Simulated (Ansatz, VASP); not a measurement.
## One calculation of CaO, two programs

INCAR

```
PREC = Accurate ; ENCUT = 520
EDIFF = 1E-7 ; ISMEAR = 0
SIGMA = 0.05 ; LREAL = False
LASPH = True ; NELM = 80
ALGO = Normal ; ISIF = 2
LWAVE = False ; LCHARG = False
GGA = PE ; NBANDS = 24
```

The input KPOINTS:

```
Automatic mesh
0
Gamma
  9 9 6
```

POSCAR

```
CaO
1.0
    3.8988203816      0.0000000000      0.0000000000
   -1.9494101908      3.3764774952      0.0000000000
    0.0000000000      0.0000000000      5.0723653164
Ca O
2 2
Direct
    0.3333333333      0.6666666667      0.7500000000
    0.6666666667      0.3333333333      0.2500000000
    0.3333333333      0.6666666667      0.2500000000
    0.6666666667      0.3333333333      0.7500000000
```

Input for Ansatz:

```yaml
crystal:
  lattice:
    - [3.8988203816, 0.0, 0.0]
    - [-1.9494101908, 3.3764774952, 0.0]
    - [0.0, 0.0, 5.0723653164]
  atoms:
    - { symbol: Ca, position: [0.3333333333, 0.6666666667, 0.75] }
    - { symbol: Ca, position: [0.6666666667, 0.3333333333, 0.25] }
    - { symbol: O, position: [0.3333333333, 0.6666666667, 0.25] }
    - { symbol: O, position: [0.6666666667, 0.3333333333, 0.75] }
basis:
  ecutwfc: 520.0
kpoints:
  mp_grid: { grid: [9, 9, 6] }
hamiltonian:
  xc: pbe
scf:
  occupations: { method: gaussian, width: 0.05 }
output:
  forces: true
  stress: true
  eigenvalues: true
```

Alike in both runs: task single point; functional PBE; k mesh 9 × 9 × 6; occupations gaussian, width 0.05 eV; no spin polarisation.

|  | VASP | Ansatz |
| --- | --- | --- |
| version | VASP 6.6.1 | Ansatz 0.2.0 |
| potentials or method | VASP PAW PBE potentials, release 64 (Ca_sv, O), cutoff 520 eV | scalar-relativistic, plane waves, PAW |
| valence electrons in the cell | 32 | 32 |

Ansatz gave:

* gap on the k mesh at the Fermi level (eV): 3.27
* least direct gap on the mesh (eV): 3.27
* pressure (GPa): 0.7
* traceless stress, the component that is largest in VASP (GPa): -5.68

What did VASP give for the same quantities?

gap on the k mesh at the Fermi level (eV): 3.26; least direct gap on the mesh (eV): 3.26; pressure (GPa): 1.2; traceless stress, the component that is largest in VASP (GPa): -5.93.
